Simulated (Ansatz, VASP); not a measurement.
Be2C in VASP and in Ansatz

```
CELL_PARAMETERS angstrom
0.00000 2.13415 2.12348
2.13415 0.00000 2.12348
2.13415 2.13415 0.00000
ATOMIC_POSITIONS crystal
Be 0.25000 0.25000 0.25000
Be 0.75000 0.75000 0.75000
C 0.00000 0.00000 0.00000
```

Change from the starting cell: z stretched by -0.5 %, x and y held.

Alike in both runs: task single point; functional LDA; k mesh 10 × 10 × 10; no spin polarisation.

|  | VASP | Ansatz |
| --- | --- | --- |
| version | VASP 6.6.1 | Ansatz 0.2.0 |
| potentials or method | VASP PAW LDA potentials, release 64 (Be, C), cutoff 600 eV | all-electron LAPW, scalar-relativistic |
| occupations | gaussian, width 0.01 eV | fixed |

|  | VASP | Ansatz | Ansatz less VASP |
| --- | --- | --- | --- |
| gap on the k mesh at the Fermi level (eV) | 1.12 | 1.13 | +0.005 |
| pressure (GPa) | 1.6 | 1.0 | -0.62 |
| traceless stress, the component that is largest in VASP (GPa) | 1.97 | 1.97 | +0.001 |

LDA's correlation is that of Perdew and Zunger in VASP and of Perdew and Wang (1992) in Ansatz. Ansatz ran all-electron here, and VASP with PAW potentials.
